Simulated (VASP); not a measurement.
Input of a VASP 6.6.1 run:

Contents of INCAR:

```
SYSTEM = Sb
PREC = Accurate ; ENCUT = 600
EDIFF = 1E-6 ; ISMEAR = 0
SIGMA = 0.1 ; LREAL = .FALSE.
LASPH = .TRUE. ; NELM = 80
ALGO = Normal ; ISIF = 3
LWAVE = .FALSE. ; LCHARG = .FALSE.
GGA = PS ; IBRION = 2
NSW = 90 ; EDIFFG = -0.04
```

Contents of KPOINTS:

```
Automatic mesh
0
G
  4 4 4
  0 0 0
```

The input POSCAR:

```
Sb
1.0
    0.0000000000      3.2448122108      3.2448122108
    3.2448122108      0.0000000000      3.2448122108
    3.2448122108      3.2448122108      0.0000000000
Sb
2
Direct
    0.5000000000      0.5000000000      0.5000000000
    0.7500000000      0.7500000000      0.7500000000
```

Potentials or basis: VASP PAW PBE potentials, release 64 (Sb).

Launch:

```sh
$ cat potpaw_PBE.64/Sb/POTCAR > POTCAR
$ mpirun -np 1 vasp_std > vasp.out
```

(1) Estimate the relaxed volume.

(2) What does it give for the relaxed cell?

(3) What does it give for the space group after relaxing (to 0.1 Å)?

## Answers

(1) 39.49 Å³/atom.

(2) a = 4.816 Å, b = 4.816 Å, c = 4.816 Å, α = 60.00°, β = 60.00°, γ = 60.00°.

(3) Fd-3m (No. 227).

Caveat: the k points lie up to 0.40 Å⁻¹ apart in the final cell, too coarse for converged energies and pressures of a metal; the volume moved by over 15 % at a fixed basis, so the end points are rough; the PAW data sets were made with another functional, which shifts forces and pressure a little.
